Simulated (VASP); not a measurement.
Crystal: Bi.

```xyz
2
Lattice="0.0000 3.3975 3.3975 3.3975 0.0000 3.3975 3.3975 3.3975 0.0000" Properties=species:S:1:pos:R:3 pbc="T T T"
Bi    3.3975    3.3975    3.3975
Bi    5.0963    5.0963    5.0963
```

| Property | Result |
| --- | --- |
| Program | VASP 6.6.1 |
| Task | relaxation of cell and atoms |
| Functional | r2SCAN |
| Potentials or basis | VASP PAW PBE potentials, release 64 (Bi_d) |
| Cutoff | 600 eV |
| k mesh | 4 × 4 × 4 |
| Occupations | gaussian, width 0.1 eV |
| Spin | no spin polarisation |

At the start: pressure 8.1 GPa; volume 39.22 Å³/atom.

Question: How do energy, volume and symmetry change on relaxing?

Answer: Over 3 steps the energy falls by 157.7 meV/atom and the volume is 46.45 Å³/atom (+18.4 %); space group Fd-3m (No. 227, to 0.05 Å).

Step by step:
```tsv
step	energy change (eV)	largest force (eV/Å)	pressure (GPa)	volume (Å³)
1	0.0000	0.0000	8.11	78.43
2	-0.2169	0.0000	-2.77	103.21
3	-0.3154	0.0000	-0.02	92.89
```

Final structure:
```yaml
crystal:
  lattice:
    - [0.00000, 3.59463, 3.59463]
    - [3.59463, 0.00000, 3.59463]
    - [3.59463, 3.59463, 0.00000]
  atoms:
    - { symbol: Bi, position: [0.50000, 0.50000, 0.50000] }
    - { symbol: Bi, position: [0.75000, 0.75000, 0.75000] }
```

Caveat: the k points lie up to 0.38 Å⁻¹ apart in the final cell; the volume moved by over 15 % at a fixed basis, so the end points are rough; the PAW data sets were made with another functional, which shifts forces and pressure a little.
